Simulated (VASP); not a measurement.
# V in VASP: a series of runs

The runs below take V through single point, with LDA, PBE, BLYP+D3(BJ).

All numbers are computed with VASP 6.6.1; they aren't measurements. Logs are shortened: lines on timing, memory, paths and dates and some standing lists are left out, and cuts for length are marked.

## Step 1: The cell of the first run

Symmetry: Im-3m, No. 229, cubic system. The conventional cell has a = 3.069 Å, b = 3.069 Å, c = 3.069 Å, α = 90.00°, β = 90.00°, γ = 90.00°. V (site symmetry m-3m) has 14 V at 2.66 to 3.07 Å within 3.5 Å.

## Step 2: Single point, LDA, collinear spin, ferromagnetic start (volume scaled by 1.04)

INCAR

```
SYSTEM = V
ALGO     = Fast           ! electronic algorithm
EDIFF    = 1E-7           ! SCF threshold, eV
ENCUT    = 520            ! plane-wave cutoff, eV
ISIF     = 2              ! what is computed and relaxed
ISMEAR   = -1             ! smearing method
ISPIN    = 2              ! spin polarisation
LASPH    = .True.         ! aspherical terms in the spheres
LCHARG   = .False.        ! write CHGCAR
LMAXMIX  = 4              ! l up to which the mixer works
LORBIT   = 11             ! projections on sites
LREAL    = .False.        ! projectors in reciprocal space
LWAVE    = .False.        ! write WAVECAR
MAGMOM   = 2              ! initial moments
NBANDS   = 16             ! bands
NELM     = 150            ! most SCF steps
PREC     = Accurate       ! precision mode
SIGMA    = 0.05           ! smearing width, eV
```

KPOINTS

```
k-points
0
Gamma
  12 12 12
  0 0 0
```

POSCAR

```
V
1.0
   -1.5342779432      1.5342779432      1.5342779432
    1.5342779432     -1.5342779432      1.5342779432
    1.5342779432      1.5342779432     -1.5342779432
V
1
Direct
    0.0000000000      0.0000000000      0.0000000000
```

Potentials or basis: VASP PAW LDA potentials, release 64 (V_sv).

On the command line:

```sh
> cat potpaw_LDA.64/V_sv/POTCAR > POTCAR
> mpirun -np 1 vasp_std > vasp.out
```

OUTCAR:

```text
SYSTEM = V
   EDIFF = 1E-7
   ENCUT = 520
   ISIF = 2
   ISMEAR = -1
   ISPIN = 2
   LASPH = .True.
   LORBIT = 11
   LREAL = .False.
   NELM = 150
   PREC = Accurate

 ion  position               nearest neighbor table
   1  0.000  0.000  0.000-

  LATTYP: Found a body centered cubic cell.
 ALAT       =     3.0685558864

  Lattice vectors:

 A1 = (  -1.5342779432,   1.5342779432,   1.5342779432)
 A2 = (   1.5342779432,  -1.5342779432,   1.5342779432)
 A3 = (   1.5342779432,   1.5342779432,  -1.5342779432)

Analysis of symmetry for initial positions (statically):
=====================================================================
 Subroutine PRICEL returns:
 Original cell was already a primitive cell.

 Routine SETGRP: Setting up the symmetry group for a
 body centered cubic supercell.

 Subroutine GETGRP returns: Found 48 space group operations
 (whereof 48 operations were pure point group operations)
 out of a pool of 48 trial point group operations.

The static configuration has the point symmetry O_h .

Analysis of symmetry for dynamics (positions and initial velocities):
=====================================================================
 Subroutine PRICEL returns:
 Original cell was already a primitive cell.

 Routine SETGRP: Setting up the symmetry group for a
 body centered cubic supercell.

 Subroutine GETGRP returns: Found 48 space group operations
 (whereof 48 operations were pure point group operations)
 out of a pool of 48 trial point group operations.

The dynamic configuration has the point symmetry O_h .

Analysis of structural, dynamic, and magnetic symmetry:
=====================================================================
 Subroutine PRICEL returns:
 Original cell was already a primitive cell.

 Routine SETGRP: Setting up the symmetry group for a
 body centered cubic supercell.

 Subroutine GETGRP returns: Found 48 space group operations
 (whereof 48 operations were pure point group operations)
 out of a pool of 48 trial point group operations.

The overall configuration has the point symmetry O_h .

 Subroutine INISYM returns: Found 48 space group operations
 (whereof 48 operations are pure point group operations),
 and found     1 'primitive' translations

----------------------------------------------------------------------------------------

                                     Primitive cell

  volume of cell :      14.4468

  direct lattice vectors                    reciprocal lattice vectors
    -1.534277943  1.534277943  1.534277943     0.000000000  0.325886194  0.325886194
     1.534277943 -1.534277943  1.534277943     0.325886194  0.000000000  0.325886194
     1.534277943  1.534277943 -1.534277943     0.325886194  0.325886194  0.000000000

  length of vectors
     2.657447351  2.657447351  2.657447351     0.460872676  0.460872676  0.460872676

  position of ions in fractional coordinates (direct lattice)
     0.000000000  0.000000000  0.000000000

  ion indices of the primitive-cell ions
   primitive index   ion index
                 1           1

----------------------------------------------------------------------------------------

 KPOINTS: k-points

Automatic generation of k-mesh.
 Grid dimensions read from file:
 generate k-points for:   12   12   12

 Generating k-lattice:

  Cartesian coordinates                     Fractional coordinates (reciprocal lattice)
     0.000000000  0.027157183  0.027157183     0.083333333  0.000000000  0.000000000
     0.027157183  0.000000000  0.027157183     0.000000000  0.083333333  0.000000000
     0.027157183  0.027157183  0.000000000     0.000000000  0.000000000  0.083333333

  Length of vectors
     0.038406056  0.038406056  0.038406056

  Shift w.r.t. Gamma in fractional coordinates (k-lattice)
     0.000000000  0.000000000  0.000000000

 Subroutine IBZKPT returns following result:
 ===========================================

 Found     72 irreducible k-points:

 Following reciprocal coordinates:
            Coordinates               Weight
  0.000000  0.000000  0.000000      1.000000
  0.083333  0.000000  0.000000     12.000000
  0.166667  0.000000  0.000000     12.000000
  0.250000  0.000000  0.000000     12.000000
  0.333333  0.000000  0.000000     12.000000
  0.416667  0.000000  0.000000     12.000000
[... 16 lines left out ...]
  0.333333  0.083333  0.083333     24.000000
  0.416667  0.083333  0.083333     12.000000
 [... further k-points ...]
   k-points           NKPTS =     72   k-points in BZ     NKDIM =     72   number of bands    NBANDS=     16
   number of dos      NEDOS =    301   number of ions     NIONS =      1
   total plane-waves  NPLWV =   8000
   dimension x,y,z NGX =    20 NGY =   20 NGZ =   20
   dimension x,y,z NGXF=    40 NGYF=   40 NGZF=   40
   ions per type =               1
   NGX,Y,Z   is equivalent  to a cutoff of  12.51, 12.51, 12.51 a.u.
   NGXF,Y,Z  is equivalent  to a cutoff of  25.02, 25.02, 25.02 a.u.
 SYSTEM =  V
   PREC   = accura    normal or accurate (medium, high low for compatibility)
   ISTART =      0    job   : 0-new  1-cont  2-samecut
   ICHARG =      2    charge: 1-file 2-atom 10-const
   ISPIN  =      2    spin polarized calculation?
   LNONCOLLINEAR =      F non collinear calculations
   LSORBIT =      F    spin-orbit coupling
   LASPH  =      T    aspherical Exc in radial PAW
   ENCUT  =  520.0 eV  38.22 Ry    6.18 a.u.   4.94  4.94  4.94*2*pi/ulx,y,z
   NELM   =    150;   NELMIN=  2; NELMDL= -5     # of ELM steps
   EDIFF  = 0.1E-06   stopping-criterion for ELM
   LREAL  =      F    real-space projection
   EDIFFG = 0.1E-05   stopping-criterion for IOM
   NSW    =      0    number of steps for IOM
   IBRION =     -1    ionic relax: 0-MD 1-quasi-New 2-CG
   NFREE  =      0    steps in history (QN), initial steepest desc. (CG)
   ISIF   =      2    stress and relaxation
   ISYM   =      2    0-nonsym 1-usesym 2-fastsym
   POTIM  = 0.5000    time-step for ionic-motion
   TEBEG  =    0.0;   TEEND  =   0.0 temperature during run
   PSTRESS=    0.0 pullay stress
   NELECT =      13.0000    total number of electrons
   NUPDOWN=      -1.0000    fix difference up-down
   EMIN   =  10.00;   EMAX   =-10.00  energy-range for DOS
   EFERMI =   0.00;   METHOD = LEGACY
   ISMEAR =    -1;   SIGMA  =   0.05  broadening in eV -4-tet -1-fermi 0-gaus
   EFERMI_NEDOS =   21; number of points for ismear=-14 and -15
   IALGO  =     68    algorithm
   IMIX   =      4    mixing-type and parameters
     AMIX     =   0.40;   BMIX     =  1.00
     AMIX_MAG =   1.60;   BMIX_MAG =  1.00
  volume/ion in A,a.u.               =      14.45        97.49
  Fermi-wavevector in a.u.,A,eV,Ry     =   1.580515  2.986740 33.987723  2.498027
  Thomas-Fermi vector in A             =   2.680731
   LORBIT       =     11    0 simple, 1 ext, 2 COOP (PROOUT), +10 PAW based schemes
   GGA     = CA    functional components
   LHFCALC =     F    Hartree Fock is set to
   AEXX    =    0.0000 exact exchange contribution
   IVDW    =     0    specifies the selected vdW correction
   LEPSILON=     F    determine dielectric tensor
   LRPA    =     F    only Hartree local field effects (RPA)
 spin polarized calculation
 RMM-DIIS sequential band-by-band and
  energy-cutoff  :      520.00
  volume of cell :       14.45
 maximum number of plane-waves:       402
   NGX =  9   NGY =  9   NGZ =  9

 number of electron      13.0000007 magnetization       0.0011927

 Free energy of the ion-electron system (eV)
  ---------------------------------------------------
  ext. energy  EPLUGINS =         0.00000000
  ---------------------------------------------------
  free energy    TOTEN  =        -9.80450850 eV

  energy without entropy =       -9.78556372  energy(sigma->0) =       -9.79503611

 E-fermi :   8.6275     XC(G=0): -12.8449

 val. band max:        8.6270826090   @ k =  -0.4167   0.5000   0.1667
 cond. band min:       8.6332358834   @ k =  -0.1667   0.2500   0.0833
 fundamental gap:      0.0061532744
 Fermi energy:         8.6275365679

 spin component 1

 k-point     1 :       0.0000    0.0000    0.0000
  band No.  band energies     occupation
      1     -54.4043      1.00000
      2     -28.2133      1.00000
      3     -28.2133      1.00000
      4     -28.2133      1.00000
      5       2.2754      1.00000
      6       9.0061      0.00051
[... 8 lines left out ...]
     15      35.1457      0.00000
     16      39.0137      0.00000

 k-point     2 :       0.0833    0.0000    0.0000
  band No.  band energies     occupation
      1     -54.3939      1.00000
      2     -28.2650      1.00000
      3     -28.2294      1.00000
      4     -28.2136      1.00000
      5       2.5380      1.00000
      6       8.9002      0.00426
[... 8 lines left out ...]
     15      35.4302      0.00000
     16      36.2922      0.00000

 k-point     3 :       0.1667    0.0000    0.0000
  band No.  band energies     occupation
      1     -54.3652      1.00000
      2     -28.4047      1.00000
      3     -28.2730      1.00000
      4     -28.2144      1.00000
      5       3.2789      1.00000
      6       8.6215      0.53021
[... 8 lines left out ...]
     15      33.8045      0.00000
     16      34.3648      0.00000
[... 362 lines left out ...]
 k-point    23 :       0.3333    0.0833    0.0833
  band No.  band energies     occupation
      1     -54.2529      1.00000
      2     -28.8725      1.00000
      3     -28.4581      1.00000
      4     -28.2641      1.00000
      5       6.0793      1.00000
      6       7.5972      1.00000
[... 8 lines left out ...]
     15      36.3673      0.00000
     16      37.6724      0.00000

 k-point    24 :       0.4167    0.0833    0.0833
  band No.  band energies     occupation
      1     -54.2435      1.00000
      2     -28.9050      1.00000
      3     -28.4819      1.00000
      4     -28.2655      1.00000
      5       6.1056      1.00000
      6       7.5276      1.00000
[... 8 lines left out ...]
     15      36.5144      0.00000
     16      37.1948      0.00000

 [... further k-points ...]

 spin component 2

 k-point     1 :       0.0000    0.0000    0.0000
  band No.  band energies     occupation
      1     -54.4035      1.00000
      2     -28.2125      1.00000
      3     -28.2125      1.00000
      4     -28.2125      1.00000
      5       2.2760      1.00000
      6       9.0070      0.00051
[... 8 lines left out ...]
     15      35.1462      0.00000
     16      39.0144      0.00000

 k-point     2 :       0.0833    0.0000    0.0000
  band No.  band energies     occupation
      1     -54.3930      1.00000
      2     -28.2641      1.00000
      3     -28.2285      1.00000
      4     -28.2128      1.00000
      5       2.5387      1.00000
      6       8.9011      0.00419
[... 8 lines left out ...]
     15      35.4365      0.00000
     16      36.2931      0.00000

 k-point     3 :       0.1667    0.0000    0.0000
  band No.  band energies     occupation
      1     -54.3644      1.00000
      2     -28.4038      1.00000
      3     -28.2721      1.00000
      4     -28.2136      1.00000
      5       3.2795      1.00000
      6       8.6224      0.52585
[... 8 lines left out ...]
     15      33.8050      0.00000
     16      34.3711      0.00000
[... 362 lines left out ...]
 k-point    23 :       0.3333    0.0833    0.0833
  band No.  band energies     occupation
      1     -54.2521      1.00000
      2     -28.8717      1.00000
      3     -28.4573      1.00000
      4     -28.2633      1.00000
      5       6.0800      1.00000
      6       7.5980      1.00000
[... 8 lines left out ...]
     15      36.3680      0.00000
     16      37.6730      0.00000

 k-point    24 :       0.4167    0.0833    0.0833
  band No.  band energies     occupation
      1     -54.2426      1.00000
      2     -28.9042      1.00000
      3     -28.4811      1.00000
      4     -28.2647      1.00000
      5       6.1063      1.00000
      6       7.5284      1.00000
[... 8 lines left out ...]
     15      36.5151      0.00000
     16      37.1954      0.00000

 [... further k-points ...]
[... 5 lines left out ...]
  --------------------------------------------------------------------------------------
  -------------------------------------------------------------------------------------
  Total       -2.0166630     -2.0166630     -2.0166630     -0.0000000      0.0000000     -0.0000000
  in kB     -223.6514908   -223.6514908   -223.6514908     -0.0000000      0.0000000     -0.0000000
  external PRESSURE =    -223.6514908 kB  Pullay stress =       0.0000000 kB

 VOLUME and BASIS-vectors are now :
 -----------------------------------------------------------------------------
  energy-cutoff  :      520.00
  volume of cell :       14.45
      direct lattice vectors                 reciprocal lattice vectors
    -1.534277943  1.534277943  1.534277943     0.000000000  0.325886194  0.325886194
     1.534277943 -1.534277943  1.534277943     0.325886194  0.000000000  0.325886194
     1.534277943  1.534277943 -1.534277943     0.325886194  0.325886194  0.000000000

 POSITION                                       TOTAL-FORCE (eV/Angst)
 -----------------------------------------------------------------------------------
      0.00000      0.00000      0.00000        -0.000000     -0.000000     -0.000000
 -----------------------------------------------------------------------------------
    total drift:                                0.000000     -0.000000      0.000000

  FREE ENERGIE OF THE ION-ELECTRON SYSTEM (eV)
  ---------------------------------------------------
  free  energy   TOTEN  =        -9.8045084955 eV

  energy  without entropy=       -9.7855637194  energy(sigma->0) =       -9.79503611

 total charge

# of ion       s       p       d       tot
------------------------------------------
    1        2.325   6.194   3.045  11.564

 magnetization (x)

# of ion       s       p       d       tot
------------------------------------------
    1        0.000   0.000   0.001   0.001
```

Wall time 20 s (1 thread of Intel Xeon Platinum 8488C (Sapphire Rapids), shared host); peak memory 0.13 GiB.

What came out:

```yaml
Free_energy: -9.8045 eV
Pressure: -22.4 GPa
Net_moment: 0.00 μB per cell
Valence_electrons_inside_the_program's_atomic_spheres: V 11.56
```

Levels at points of the mesh, in eV from the Fermi level:
Spin up:
| k point | band 2 | band 3 | band 4 | band 5 | band 6 | band 7 | band 8 | band 9 | band 10 | band 11 |
| --- | --- | --- | --- | --- | --- | --- | --- | --- | --- | --- |
| (0.00, 0.00, 0.00) | -36.84 | -36.84 | -36.84 | -6.35 | 0.38 | 0.38 | 0.38 | 2.20 | 2.20 | 20.01 |
| (0.50, 0.00, 0.00) | -37.58 | -37.08 | -36.85 | -2.94 | -1.02 | 1.52 | 2.19 | 2.51 | 3.77 | 9.35 |
| (0.50, 0.50, 0.50) | -37.35 | -37.35 | -37.35 | -2.70 | -2.70 | 3.41 | 3.41 | 3.41 | 9.59 | 9.59 |
Spin down:
| k point | band 3 | band 4 | band 5 | band 6 | band 7 | band 8 | band 9 | band 10 |
| --- | --- | --- | --- | --- | --- | --- | --- | --- |
| (0.00, 0.00, 0.00) | -36.84 | -36.84 | -6.35 | 0.38 | 0.38 | 0.38 | 2.20 | 2.20 |
| (0.50, 0.00, 0.00) | -37.08 | -36.84 | -2.94 | -1.02 | 1.52 | 2.19 | 2.51 | 3.77 |
| (0.50, 0.50, 0.50) | -37.35 | -37.35 | -2.70 | -2.70 | 3.41 | 3.41 | 3.41 | 9.59 |

Caveat: the cell differs from its parent crystal (volume scaled by 1.04).

## Step 3: Single point, LDA, collinear spin, ferromagnetic start (volume scaled by 1.06)

INCAR

```
PREC = Accurate
ENCUT = 520
EDIFF = 1E-6
ISMEAR = -1
SIGMA = 0.05
LREAL = F
LASPH = T
NELM = 150
ALGO = Fast
ISIF = 2
LWAVE = F
LCHARG = F
ISPIN = 2
MAGMOM = 2
LORBIT = 11
LMAXMIX = 4
NBANDS = 16
```

KPOINTS

```
regular mesh
0
Gamma
  12 12 12
```

POSCAR

```
V
1.0
   -1.5440506776      1.5440506776      1.5440506776
    1.5440506776     -1.5440506776      1.5440506776
    1.5440506776      1.5440506776     -1.5440506776
V
1
Direct
    0.0000000000      0.0000000000      0.0000000000
```

Potentials or basis: VASP PAW LDA potentials, release 64 (V_sv).

On the command line:

```sh
> cat potpaw_LDA.64/V_sv/POTCAR > POTCAR
> mpirun -np 1 vasp_std > vasp.out
```

It took 18 s on 1 thread of Intel Xeon Platinum 8488C (Sapphire Rapids), shared host; peak memory 0.14 GiB.

Results (log left out):

```
Free energy                                           : -9.7640 eV
Pressure                                              : -24.5 GPa
Net moment                                            : 0.00 μB per cell
Valence electrons inside the program's atomic spheres : V 11.54
```

Levels at points of the mesh, in eV from the Fermi level:
Spin up:
| k point | band 2 | band 3 | band 4 | band 5 | band 6 | band 7 | band 8 | band 9 | band 10 | band 11 |
| --- | --- | --- | --- | --- | --- | --- | --- | --- | --- | --- |
| (0.00, 0.00, 0.00) | -36.89 | -36.89 | -36.89 | -6.31 | 0.37 | 0.37 | 0.37 | 2.15 | 2.15 | 19.86 |
| (0.50, 0.00, 0.00) | -37.59 | -37.11 | -36.89 | -2.88 | -0.99 | 1.46 | 2.14 | 2.45 | 3.67 | 9.13 |
| (0.50, 0.50, 0.50) | -37.37 | -37.37 | -37.37 | -2.62 | -2.62 | 3.33 | 3.33 | 3.33 | 9.42 | 9.42 |
Spin down:
```tsv
k point	band 3	band 4	band 5	band 6	band 7	band 8	band 9	band 10
(0.00, 0.00, 0.00)	-36.89	-36.89	-6.31	0.37	0.37	0.37	2.15	2.15
(0.50, 0.00, 0.00)	-37.11	-36.89	-2.88	-0.99	1.46	2.14	2.45	3.67
(0.50, 0.50, 0.50)	-37.37	-37.37	-2.62	-2.62	3.33	3.33	3.33	9.42
```

Caveat: the cell differs from its parent crystal (volume scaled by 1.06).

## Step 4: Single point, PBE, collinear spin, ferromagnetic start

This run uses another cell than the first one, of 13.89 Å³/atom, 0.962 times its volume.

INCAR

```
ALGO = Fast ; EDIFF = 1E-7
ENCUT = 520 ; GGA = PE
ISIF = 2 ; ISMEAR = 0
ISPIN = 2 ; LASPH = True
LCHARG = False ; LMAXMIX = 4
LORBIT = 11 ; LREAL = False
LWAVE = False ; MAGMOM = 2
NBANDS = 16 ; NELM = 150
PREC = Accurate ; SIGMA = 0.02
```

KPOINTS

```
k-points
0
Gamma
  12 12 12
```

POSCAR

```
V
1.0
    2.6229311400      0.0000000000      0.0000000000
   -0.8743103798      2.4729231943      0.0000000000
   -0.8743103798     -1.2364615967      2.1416143081
V
1
Direct
    0.0000000000      0.0000000000      0.0000000000
```

Potentials or basis: VASP PAW PBE potentials, release 64 (V_sv).

On the command line:

```sh
> cat potpaw_PBE.64/V_sv/POTCAR > POTCAR
> mpirun -np 1 vasp_std > vasp.out
```

Run time: 17 s. Hardware: 1 thread of Intel Xeon 6975P-C (Granite Rapids), shared host; peak memory 0.14 GiB.

It converged, with:

```yaml
Free_energy: -8.9783 eV
Pressure: -5.0 GPa
Net_moment: 0.12 μB per cell
Site_moments: V +0.11 μB
Valence_electrons_inside_the_program's_atomic_spheres: V 11.60
```

Levels at points of the mesh, in eV from the Fermi level:
Spin up:
```csv
k point,band 2,band 3,band 4,band 5,band 6,band 7,band 8,band 9,band 10,band 11
"(0.00, 0.00, 0.00)",-37.13,-37.13,-37.13,-6.51,0.38,0.38,0.38,2.34,2.34,20.25
"(0.50, 0.00, 0.00)",-37.94,-37.38,-37.13,-3.08,-1.09,1.54,2.32,2.67,3.92,9.78
"(0.50, 0.50, 0.50)",-37.69,-37.69,-37.69,-2.85,-2.85,3.54,3.54,3.54,9.91,9.91
```
Spin down:
```tsv
k point	band 4	band 5	band 6	band 7	band 8	band 9
(0.00, 0.00, 0.00)	-37.03	-6.45	0.50	0.50	0.50	2.40
(0.50, 0.00, 0.00)	-37.03	-2.99	-0.98	1.60	2.40	2.74
(0.50, 0.50, 0.50)	-37.59	-2.79	-2.79	3.66	3.66	3.66
```

[end of part 1 of 2]
